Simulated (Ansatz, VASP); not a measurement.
# Two plane-wave programs on CdSe

```xyz
2
Lattice="0.0000 3.0703 3.1624 3.0703 0.0000 3.1624 3.0703 3.0703 0.0000" Properties=species:S:1:pos:R:3 pbc="T T T"
Cd    0.0000    0.0000    0.0000
Se    1.5351    1.5351    1.5812
```

Change from the starting cell: zz strain of +3 %, PAW files.

Alike in both runs: task electric field gradients; functional LDA; k mesh 8 × 8 × 8; occupations fermi-dirac, width 0.03 eV; no spin polarisation.

|  | VASP | Ansatz |
| --- | --- | --- |
| version | VASP 6.6.1 | Ansatz 0.2.0 |
| potentials or method | VASP PAW LDA potentials, release 64 (Cd, Se) | PAW with Ansatz's default frozen-core files, scalar-relativistic |
| plane-wave cutoff (eV) | 400 | 420 |
| valence electrons in the cell | 18 | 36 |

|  | VASP | Ansatz | Ansatz less VASP |
| --- | --- | --- | --- |
| pressure (GPa) | -4.5 | -4.4 | +0.04 |
| traceless stress, the component that is largest in VASP (GPa) | -0.47 | -0.47 | -0.007 |
| size of Vzz on the site where it differs most (V/Å²) | 11.9 | 12.0 | +0.12 |

LDA's correlation is that of Perdew and Zunger in VASP and of Perdew and Wang (1992) in Ansatz. VASP's potentials hold 18 valence electrons a cell and Ansatz's 36, so a difference there can come from the potentials and not from the codes.
